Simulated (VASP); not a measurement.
Runs of VASP 6.6.1 on HfO2. The structure is that of space group I4/mmm (No. 139), or close to it. The cells are those of the table. 

| cell | gap on the mesh (eV) | pressure (GPa) |
| --- | --- | --- |
| a = 3.690, b = 3.690, c = 3.508 Å, angles 61.6, 61.6, 56.8°, 3 atoms | 2.37 | (b) |
| a = 3.699, b = 3.699, c = 3.563 Å, angles 61.2, 61.2, 57.6°, 3 atoms | 2.74 | -18.8 |
| a = 3.371, b = 3.371, c = 3.529 Å, angles 58.4, 58.4, 63.1°, 3 atoms | 2.44 | (c) |
| a = 3.627, b = 3.627, c = 3.797 Å, angles 58.4, 58.4, 63.1°, 3 atoms | 2.36 | -22.4 |
| a = 3.649, b = 3.649, c = 3.736 Å, angles 59.2, 59.2, 61.6°, 3 atoms | 3.01 | (a) |

Alike in all rows: task single point; level PBEsol; potentials or basis VASP PAW PBE potentials, release 64 (Hf_pv, O); no spin polarisation; k mesh 8 × 8 × 8; cutoff (eV) 520; smearing gaussian 0.05 eV.

Estimate the missing entries.

(a) -22.8; (b) -14.1; (c) 40.1.

Caveats: the PAW data sets were made with another functional, which shifts forces and pressure a little; spin-orbit coupling is left out, which moves the levels of the heavy elements.

A k mesh can miss the band edges, and the runs leave out spin-orbit coupling on Hf.
